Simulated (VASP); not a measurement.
# NaF (I4/mmm) in VASP: further runs, part 2 of 2

VASP 6.6.1. The steps go on from the part before.

## 3. Single point, PBEsol (strain +0.0100 x Voigt [0, 0, 1, 0, 0, 0])

INCAR

```
ALGO = Normal ; EDIFF = 1E-6
ENCUT = 520 ; GGA = PS
ISIF = 2 ; ISMEAR = 0
LASPH = True ; LCHARG = False
LREAL = False ; LWAVE = False
NBANDS = 14 ; NELM = 80
PREC = Accurate ; SIGMA = 0.05
```

KPOINTS

```
k-points
0
Gamma
  8 8 8
```

POSCAR

```
NaF
1.0
    0.0000000000      2.3233000000      2.3465330000
    2.3233000000      0.0000000000      2.3465330000
    2.3233000000      2.3233000000      0.0000000000
Na F
1 1
Direct
    0.0000000000      0.0000000000      0.0000000000
    0.5000000000      0.5000000000      0.5000000000
```

Potentials or basis: VASP PAW PBE potentials, release 64 (Na_pv, F).

Command:

```sh
cat potpaw_PBE.64/Na_pv/POTCAR potpaw_PBE.64/F/POTCAR > POTCAR
mpirun -np 1 vasp_std > vasp.out
```

OUTCAR:

```text
EDIFF = 1E-6
   ENCUT = 520
   GGA = PS
   ISIF = 2
   ISMEAR = 0
   LASPH = True
   LREAL = False
   NELM = 80
   PREC = Accurate

 ion  position               nearest neighbor table
   1  0.000  0.000  0.000-   2 2.32   2 2.32   2 2.32   2 2.32   2 2.35   2 2.35
   2  0.500  0.500  0.500-   1 2.32   1 2.32   1 2.32   1 2.32   1 2.35   1 2.35

  LATTYP: Found a body centered tetragonal cell.
 ALAT       =     3.2856423695
 C/A-ratio  =     1.4283556980

  Lattice vectors:

 A1 = (  -2.3233000000,   0.0000000000,   2.3465330000)
 A2 = (   2.3233000000,   0.0000000000,   2.3465330000)
 A3 = (   0.0000000000,   2.3233000000,  -2.3465330000)

Analysis of symmetry for initial positions (statically):
=====================================================================
 Subroutine PRICEL returns:
 Original cell was already a primitive cell.

 Routine SETGRP: Setting up the symmetry group for a
 body centered tetragonal supercell.

 Subroutine GETGRP returns: Found 16 space group operations
 (whereof 16 operations were pure point group operations)
 out of a pool of 16 trial point group operations.

The static configuration has the point symmetry D_4h.

Analysis of symmetry for dynamics (positions and initial velocities):
=====================================================================
 Subroutine PRICEL returns:
 Original cell was already a primitive cell.

 Routine SETGRP: Setting up the symmetry group for a
 body centered tetragonal supercell.

 Subroutine GETGRP returns: Found 16 space group operations
 (whereof 16 operations were pure point group operations)
 out of a pool of 16 trial point group operations.

The dynamic configuration has the point symmetry D_4h.

 Subroutine INISYM returns: Found 16 space group operations
 (whereof 16 operations are pure point group operations),
 and found     1 'primitive' translations

----------------------------------------------------------------------------------------

                                     Primitive cell

[... 121 lines left out ...]
 non-spin polarized calculation
 Gauss-broadening in eV      SIGMA  =   0.05
  energy-cutoff  :      520.00
  volume of cell :       25.33
 maximum number of plane-waves:       694
 NGX is ok and might be reduce to    28
   NGX = 13   NGY = 13   NGZ = 13

 number of electron      14.0000001 magnetization

 Free energy of the ion-electron system (eV)
  ---------------------------------------------------
  ext. energy  EPLUGINS =         0.00000000
  ---------------------------------------------------
  free energy    TOTEN  =        -8.76749523 eV

  energy without entropy =       -8.76749523  energy(sigma->0) =       -8.76749523

 E-fermi :  -2.0488     XC(G=0):  -9.2437

 val. band max:       -2.2515765906   @ k =   0.0000   0.0000   0.0000
 cond. band min:       3.8154796190   @ k =   0.0000   0.0000   0.0000
 fundamental gap:      6.0670562096
 Fermi energy:        -2.0488053167

 k-point     1 :       0.0000    0.0000    0.0000
  band No.  band energies     occupation
      1     -21.2793      2.00000
      2     -21.0781      2.00000
      3     -21.0748      2.00000
      4     -21.0748      2.00000
      5      -2.2525      2.00000
      6      -2.2525      2.00000
      7      -2.2516      2.00000
      8       3.8155      0.00000
      9      16.4176      0.00000
     10      16.4891      0.00000
     11      16.4891      0.00000
     12      19.1109      0.00000
     13      21.3355      0.00000
     14      21.6196      0.00000
[... 377 lines left out ...]
      1     -21.7744      2.00000
      2     -21.0964      2.00000
      3     -21.0921      2.00000
      4     -20.4663      2.00000
      5      -3.4731      2.00000
      6      -2.5250      2.00000
      7      -2.4847      2.00000
      8       7.0457      0.00000
      9      11.4148      0.00000
     10      16.5815      0.00000
     11      17.0992      0.00000
     12      18.4925      0.00000
     13      21.4315      0.00000
     14      23.2249      0.00000

 [... further k-points ...]

------------------------ aborting loop because EDIFF is reached ----------------------------------------

  FORCE on cell =-STRESS in cart. coord.  units (eV):
  Direction    XX          YY          ZZ          XY          YZ          ZX
  --------------------------------------------------------------------------------------
  -------------------------------------------------------------------------------------
  Total       -0.1321125     -0.1321125     -0.2449571      0.0000000      0.0000000      0.0000000
  in kB       -8.3557857     -8.3557857    -15.4929218      0.0000000      0.0000000      0.0000000
  external PRESSURE =     -10.7348311 kB  Pullay stress =       0.0000000 kB

 VOLUME and BASIS-vectors are now :
 -----------------------------------------------------------------------------
  energy-cutoff  :      520.00
  volume of cell :       25.33
      direct lattice vectors                 reciprocal lattice vectors
     0.000000000  2.323300000  2.346533000    -0.215211122  0.215211122  0.213080319
     2.323300000  0.000000000  2.346533000     0.215211122 -0.215211122  0.213080319
     2.323300000  2.323300000  0.000000000     0.215211122  0.215211122 -0.213080319

 POSITION                                       TOTAL-FORCE (eV/Angst)
 -----------------------------------------------------------------------------------
      0.00000      0.00000      0.00000        -0.000000     -0.000000      0.000000
      2.32330      2.32330      2.34653         0.000000      0.000000      0.000000
 -----------------------------------------------------------------------------------
    total drift:                                0.000000      0.000000      0.000000

  FREE ENERGIE OF THE ION-ELECTRON SYSTEM (eV)
  ---------------------------------------------------
  free  energy   TOTEN  =        -8.7674952322 eV

  energy  without entropy=       -8.7674952322  energy(sigma->0) =       -8.76749523
```

stdout:

```text
POSCAR found type information on POSCAR NaF
 POSCAR found :  2 types and       2 ions
 scaLAPACK will be used
 -----------------------------------------------------------------------------
|                                                                             |
|                                                                             |
|     You enforced a specific xc type in the INCAR file but a different       |
|     I HOPE YOU KNOW WHAT YOU ARE DOING!                                     |
|                                                                             |
 -----------------------------------------------------------------------------

 LDA part: xc-table for (Slater+PW92), standard interpolation
 POSCAR, INCAR and KPOINTS ok, starting setup
 FFT: planning ... GRIDC
 FFT: planning ... GRID_SOFT
 FFT: planning ... GRID
 WAVECAR not read
 entering main loop
```

It took 16 s on 1 thread of Intel Xeon Platinum 8124M at 3.00GHz (Skylake/Cascade Lake), shared host; peak memory 0.15 GiB.

Results:

- Free energy: -8.7675 eV
- Pressure: -1.1 GPa
- Band gap on the k mesh: 6.07 eV

Stress tensor (GPa, compression positive):
```
-0.84  0.00  0.00
 0.00 -0.84  0.00
 0.00  0.00 -1.55
```

Caveat: the cell differs from its parent crystal (strain +0.0100 x Voigt [0, 0, 1, 0, 0, 0]); the PAW data sets were made with another functional, which shifts forces and pressure a little.

## 4. Single point, PBEsol (strain +0.0175 x Voigt [0, 0, 1, 0, 0, 0])

INCAR

```
PREC = Accurate
ENCUT = 520
EDIFF = 1E-6
ISMEAR = 0
SIGMA = 0.05
LREAL = F
LASPH = T
NELM = 100
ALGO = Normal
ISIF = 2
LWAVE = F
LCHARG = T
GGA = PS
LELF = T
LVHAR = T
NBANDS = 14
```

KPOINTS

```
Automatic mesh
0
Gamma
  8 8 8
```

POSCAR

```
NaF
1.0
    0.0000000000      2.3233000000      2.3639577500
    2.3233000000      0.0000000000      2.3639577500
    2.3233000000      2.3233000000      0.0000000000
Na F
1 1
Direct
    0.0000000000      0.0000000000      0.0000000000
    0.5000000000      0.5000000000      0.5000000000
```

Command:

```sh
cat potpaw_PBE.64/Na_pv/POTCAR potpaw_PBE.64/F/POTCAR > POTCAR
mpirun -np 1 vasp_std > vasp.out
```

It took 17 s on 1 thread of Intel Xeon Platinum 8124M at 3.00GHz (Skylake/Cascade Lake), shared host; peak memory 0.15 GiB.

It converged, with:

* Free energy: -8.7657 eV
* Pressure: -1.4 GPa
* Band gap on the k mesh: 6.03 eV

Stress tensor (GPa, compression positive):
```
-0.98  0.00  0.00
 0.00 -0.98  0.00
 0.00  0.00 -2.16
```

Levels at points of the mesh, in eV from the valence-band top:
```
           k point  band 4  band 5  band 6  band 7  band 8  band 9  band 10  band 11
(0.00, 0.00, 0.00)  -18.84    0.00    0.00    0.00    6.03   18.58    18.71    18.71
(0.50, 0.00, 0.00)  -18.08   -1.56   -0.25   -0.24   10.45   12.12    19.55    19.87
(0.50, 0.50, 0.00)  -18.78   -1.28   -0.38   -0.38   12.62   13.12    13.24    19.46
(0.50, 0.00, 0.50)  -18.77   -1.25   -0.42   -0.39   12.85   12.96    13.31    19.17
```

Caveat: the cell differs from its parent crystal (strain +0.0175 x Voigt [0, 0, 1, 0, 0, 0]); the PAW data sets were made with another functional, which shifts forces and pressure a little.

## 5. Overview

```csv
cell,gap on the mesh (eV),pressure (GPa)
"a = 3.319, b = 3.319, c = 3.286 Å, angles 60.3, 60.3, 59.3°, 2 atoms",6.02,-1.5
"a = 3.302, b = 3.302, c = 3.286 Å, angles 60.2, 60.2, 59.7°, 2 atoms",6.07,-1.1
"a = 3.315, b = 3.315, c = 3.286 Å, angles 60.3, 60.3, 59.4°, 2 atoms",6.03,-1.4
```

Alike in all rows: task single point; level PBEsol; potentials or basis VASP PAW PBE potentials, release 64 (Na_pv, F); no spin polarisation; k mesh 8 × 8 × 8; cutoff (eV) 520; smearing gaussian 0.05 eV.

Caveats: the PAW data sets were made with another functional, which shifts forces and pressure a little.

Absolute energies hang on the potentials; compare differences alone.
